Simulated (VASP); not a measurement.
**Sn3GeO8: single point with PBE**

Sn3GeO8:

```xyz
12
Lattice="3.3443 -3.3587 -0.0004 3.3422 3.3566 0.0001 -0.0002 0.0005 6.3220" Properties=species:S:1:pos:R:3 pbc="T T T"
Sn    3.3431   -0.0008    3.1608
Sn    0.0001    0.0003    4.7826
Sn   -0.0002    0.0002    1.5395
Ge    3.3434   -0.0011   -0.0003
O     1.3863    0.0019    0.0001
O     1.2863    0.0023    3.1610
O     5.3003   -0.0041   -0.0005
O     5.3999   -0.0039    3.1607
O     3.3409   -1.2585    4.8422
O     3.3413   -1.2587    1.4795
O     3.3449    1.2570    4.8422
O     3.3452    1.2568    1.4795
```

- Program: VASP 6.6.1
- Task: single point
- Functional: PBE
- Potentials or basis: VASP PAW PBE potentials, release 64 (Sn_d, Ge_d, O)
- Cutoff: 520 eV
- k mesh: 4 × 4 × 2
- Occupations: gaussian, width 0.1 eV
- Spin: no spin polarisation

```yaml
Pressure: 0.6 GPa
Largest_force: 0.047 eV/Å
Band_gap_on_the_k_mesh: 0.62 eV
```

Forces in eV/Å, atoms in the order of the input:
```
Sn   0.000  0.000  0.000
Sn  -0.002  0.000  0.009
Sn   0.001  0.000 -0.010
Ge  -0.001  0.000  0.002
O    0.047  0.000  0.000
O    0.005 -0.001 -0.001
O   -0.047  0.001  0.001
O   -0.004  0.001  0.001
O    0.002 -0.001  0.011
O    0.002 -0.002 -0.012
O   -0.001  0.001  0.011
O   -0.001  0.002 -0.011
```

Stress tensor (GPa, compression positive):
```
 0.49  0.01  0.01
 0.01  0.51 -0.01
 0.01 -0.01  0.80
```

Levels at points of the mesh, in eV from the valence-band top:
```
           k point  band 48  band 49  band 50  band 51  band 52  band 53  band 54  band 55  band 56  band 57
(0.00, 0.00, 0.00)    -1.45    -1.20    -0.78    -0.70     0.00     0.62     5.17     5.58     5.70     5.81
(0.50, 0.00, 0.00)    -1.14    -1.04    -0.73    -0.64    -0.58     3.78     3.95     5.72     5.80     6.51
(0.00, 0.50, 0.00)    -1.14    -1.04    -0.73    -0.64    -0.57     3.77     3.94     5.72     5.80     6.50
(0.50, 0.50, 0.00)    -1.10    -1.02    -0.90    -0.78    -0.75     3.92     4.14     4.35     4.38     6.98
(0.00, 0.00, 0.50)    -0.95    -0.77    -0.72    -0.69    -0.32     3.15     3.35     6.10     6.56     7.33
(0.50, 0.00, 0.50)    -1.32    -1.02    -0.91    -0.76    -0.66     4.90     4.96     4.96     5.00     7.77
(0.00, 0.50, 0.50)    -1.32    -1.02    -0.90    -0.76    -0.66     4.90     4.96     4.96     4.99     7.76
(0.50, 0.50, 0.50)    -0.99    -0.82    -0.80    -0.79    -0.74     4.29     4.40     4.58     4.76     8.01
```

Run time: 3.5 min on 1 thread of Intel Xeon 8259CL, on a shared host, peak memory 0.31 GiB.

Caveat: the k points lie up to 0.50 Å⁻¹ apart; semilocal functionals underestimate gaps, and a narrow one can read as zero; spin-orbit coupling is left out, which moves the levels of the heavy elements.
